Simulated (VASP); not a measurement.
Set up this calculation in VASP 6.6.1, as the native input.

```
Task                   : single point
Functional             : LDA
Potentials or basis    : VASP PAW LDA potentials, release 64 (Li_sv, F)
Cutoff                 : 520 eV
k mesh                 : 9 × 9 × 6
Occupations            : gaussian, width 0.05 eV
Spin                   : no spin polarisation
Dipole correction      : no
Further INCAR settings : ALGO = Normal; EDIFF = 1e-07; NBANDS = 18
```

The structure of LiF lies in POSCAR:

```
LiF
1.0
    2.8259189176      0.0000000000      0.0000000000
   -1.4129594588      2.4473175717      0.0000000000
    0.0000000000      0.0000000000      4.6709613790
Li F
2 2
Direct
    0.3333333333      0.6666666667      0.3839784076
    0.6666666667      0.3333333333      0.8839784076
    0.3333333333      0.6666666667      0.9910195924
    0.6666666667      0.3333333333      0.4910195924
```

The input as run:

INCAR

```
SYSTEM = LiF
ALGO = Normal
EDIFF = 1E-7
ENCUT = 520
GGA = CA
ISIF = 2
ISMEAR = 0
LASPH = .TRUE.
LCHARG = .FALSE.
LREAL = .FALSE.
LWAVE = .FALSE.
NBANDS = 18
NELM = 100
PREC = Accurate
SIGMA = 0.05
```

KPOINTS

```
k-points
0
G
  9 9 6
  0 0 0
```

Potentials or basis: VASP PAW LDA potentials, release 64 (Li_sv, F).

Run with:

```console
$ cat potpaw_LDA.64/Li_sv/POTCAR potpaw_LDA.64/F/POTCAR > POTCAR
$ mpirun -np 1 vasp_std > vasp.out
```

It gave:

| Quantity | Value |
| --- | --- |
| Largest force | 0.459 eV/Å |
| Band gap on the k mesh | 8.73 eV |

Run time: 16 s on 1 thread of Intel(R) Xeon(R) Platinum 8259CL CPU @ 2.50GHz (Skylake/Cascade Lake), with other jobs on the host, peak memory 0.14 GiB.
